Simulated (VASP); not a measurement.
Here is a VASP 6.6.1 calculation.

The input INCAR:

```
SYSTEM = Au
  PREC = Accurate
  ENCUT = 600
  EDIFF = 1E-6
  ISMEAR = 0
  SIGMA = 0.3
  LREAL = .FALSE.
  LASPH = .TRUE.
  NELM = 100
  ALGO = Fast
  ISIF = 3
  LWAVE = .FALSE.
  LCHARG = .FALSE.
  GGA = PE
  IBRION = 2
  NSW = 80
  EDIFFG = -0.003
```

KPOINTS

```
Automatic mesh
0
G
  32 32 32
  0 0 0
```

File POSCAR:

```
Au
1.0
    0.0000000000      2.0790000000      2.0790000000
    2.0790000000      0.0000000000      2.0790000000
    2.0790000000      2.0790000000      0.0000000000
Au
1
Direct
    0.0000000000      0.0000000000      0.0000000000
```

Potentials or basis: VASP PAW PBE potentials, release 64 (Au).

The run is started by

```console
$ cat potpaw_PBE.64/Au/POTCAR > POTCAR
$ mpirun -np 1 vasp_std > vasp.out
```

(1) Estimate the space group after relaxing (to 0.1 Å).

(2) Predict the relaxed cell.

Answers

(1) Fm-3m (No. 225).

(2) a = 2.939 Å, b = 2.939 Å, c = 2.939 Å, α = 60.00°, β = 60.00°, γ = 60.00°.
